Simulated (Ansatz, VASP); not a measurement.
**One calculation of MgO, two programs**

INCAR

```
SYSTEM = MgO
ALGO = Normal ; EDIFF = 1E-7
ENCUT = 520 ; GGA = PE
ISIF = 2 ; ISMEAR = -1
LASPH = .True. ; LCHARG = .False.
LREAL = .False. ; LWAVE = .False.
NBANDS = 11 ; NELM = 60
PREC = Accurate ; SIGMA = 0.02
```

File KPOINTS:

```
k-points
0
Gamma
  10 10 10
  0 0 0
```

The input POSCAR:

```
MgO
1.0
    0.0000000000      2.0180807188      2.1596961461
    2.0180807188      0.0000000000      2.1596961461
    2.0180807188      2.0180807188      0.0000000000
Mg O
1 1
Direct
    0.0000000000      0.0000000000      0.0000000000
    0.5000000000      0.5000000000      0.5000000000
```

Input for Ansatz:

```yaml
crystal:
  lattice:
    - [0.0, 2.0180807188, 2.1596961461]
    - [2.0180807188, 0.0, 2.1596961461]
    - [2.0180807188, 2.0180807188, 0.0]
  atoms:
    - { symbol: Mg, position: [0.0, 0.0, 0.0] }
    - { symbol: O, position: [0.5, 0.5, 0.5] }
kpoints:
  mp_grid: { grid: [10, 10, 10] }
  band_path:
    path:
      - [0.0, 0.0, 0.0]
      - [0.5, 0.0, 0.5]
      - [0.625, 0.25, 0.625]
      - [0.375, 0.375, 0.75]
      - [0.5, 0.5, 0.5]
      - [0.5, 0.25, 0.75]
    npoints: 1
hamiltonian:
  xc: pbe
scf:
  occupations: { method: fermi_dirac, width: 0.02 }
  n_extra_bands: 4
output:
  forces: true
  stress: true
  eigenvalues: true
  write_density: true
  write_potential: true
  elf: true
  volumetric_format: npy
```

Change from the starting cell: epitaxial_xy strain -4.0%.

Alike in both runs: task single point; functional PBE; k mesh 10 × 10 × 10; occupations fermi-dirac, width 0.02 eV; no spin polarisation.

|  | VASP | Ansatz |
| --- | --- | --- |
| version | VASP 6.6.1 | Ansatz 0.2.0 |
| potentials or method | VASP PAW PBE potentials, release 64 (Mg, O) | plane waves, PAW |
| plane-wave cutoff (eV) | 520 | 420 |
| valence electrons in the cell | 8 | 16 |

VASP gave:

| Property | Result |
| --- | --- |
| gap on the k mesh at the Fermi level (eV) | 5.23 |
| pressure (GPa) | 17.2 |
| traceless stress, the component that is largest in VASP (GPa) | -12.16 |

Problem. What did Ansatz give for the same quantities?

Solution. gap on the k mesh at the Fermi level (eV): 5.24; pressure (GPa): 17.8; traceless stress, the component that is largest in VASP (GPa): -12.06.

The functional is the same, so the differences come from potentials, cutoffs and numerics. VASP's potentials hold 8 valence electrons a cell and Ansatz's 16, so a difference there can come from the potentials and not from the codes.
